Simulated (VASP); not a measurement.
Wanted: the native input for a VASP 6.6.1 run.

| Item | Value |
| --- | --- |
| Task | single point |
| Functional | PBE |
| Potentials or basis | VASP PAW PBE potentials, release 64 (W_sv) |
| Cutoff | 520 eV |
| k mesh | 3 × 3 × 3 |
| Occupations | fermi-dirac, width 0.17 eV |
| Spin | no spin polarisation |
| Dipole correction | no |
| Further INCAR settings | LREAL = Auto; ALGO = Normal; EDIFF = 1e-06; NBANDS = 126 |

The structure of W lies in POSCAR:

```
W
1.0
    6.6213980000      0.0000000000      0.0000000000
    0.0000000000      6.6213980000      0.0000000000
    0.0000000000      0.0000000000      6.6213980000
W
16
Direct
   -0.0078986341     -0.0186818554     -0.0306430757
    0.4931737980      0.0119612203      0.0212945967
    0.0102546320      0.4781014523      0.0181532661
    0.0070528912      0.0148760126      0.4969645383
    0.2542061359      0.2475006033      0.2491014737
    0.5112062438      0.5223217212     -0.0069320708
    0.5055729923     -0.0002114357      0.5063885300
    0.7479991386      0.2514574717      0.2286073122
    0.0218835962      0.4984294857      0.5161447779
    0.2245900337      0.7344068428      0.2669828939
    0.2619537445      0.2402362764      0.7758180372
    0.5022353286      0.5337996598      0.4890508017
    0.7459149865      0.7340896892      0.2402664815
    0.7459753967      0.2437702733      0.7574080277
    0.2362038953      0.7537079028      0.7284111301
    0.7396927356      0.7542364921      0.7429850917
```

One way to write it, as run:

INCAR

```
SYSTEM = W
ALGO = Normal ; EDIFF = 1E-6
ENCUT = 520 ; GGA = PE
ISIF = 2 ; ISMEAR = -1
LASPH = .True. ; LCHARG = .False.
LREAL = Auto ; LWAVE = .False.
NBANDS = 126 ; NELM = 100
PREC = Accurate ; SIGMA = 0.17
```

KPOINTS

```
k-points
0
Gamma
  3 3 3
  0 0 0
```

Potentials or basis: VASP PAW PBE potentials, release 64 (W_sv).

The run is started by

```console
$ cat potpaw_PBE.64/W_sv/POTCAR > POTCAR
$ mpirun -np 1 vasp_std > vasp.out
```

It gave:

```json
{"Pressure": "-22.6 GPa", "Largest force": "2.605 eV/Å", "Band gap on the k mesh": "zero (band 112 reaches 9.58 eV, above the bottom of band 113 at 9.43 eV)"}
```

Caveat: spin-orbit coupling is left out, which moves the levels of the heavy elements; forces of over 1 eV/Å act on the atoms, so gaps and moduli don't describe the material at rest.

It took 6.9 min on 1 thread of Intel(R) Xeon(R) 6975P-C (Granite Rapids), on a shared host, peak memory 0.52 GiB.
